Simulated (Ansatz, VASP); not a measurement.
## MgS in VASP and in Ansatz

```xyz
2
Lattice="0.0000 2.4714 2.4714 2.4714 0.0000 2.4714 2.4714 2.4714 0.0000" Properties=species:S:1:pos:R:3 pbc="T T T"
Mg    0.0000    0.0000    0.0000
S     2.4714    2.4714    2.4714
```

Change from the starting cell: hydrostatic strain -5.0%.

Alike in both runs: task single point; functional HSE06; k mesh 6 × 6 × 6; no spin polarisation.

```csv
,VASP,Ansatz
version,VASP 6.6.1,Ansatz 0.2.0
potentials or method,"VASP PAW PBE potentials, release 64 (Mg, S)","plane waves, PAW"
plane-wave cutoff (eV),520,420
occupations,"gaussian, width 0.01 eV",fixed
valence electrons in the cell,8,16
```

|  | VASP | Ansatz | Ansatz less VASP |
| --- | --- | --- | --- |
| gap on the k mesh at the Fermi level (eV) | 4.11 | 4.16 | +0.051 |
| pressure (GPa) | 15.8 | 16.1 | +0.34 |

VASP's potentials hold 8 valence electrons a cell and Ansatz's 16, so a difference there can come from the potentials and not from the codes. Ansatz's warnings: stress exchange threshold loose, stress scf threshold loose.
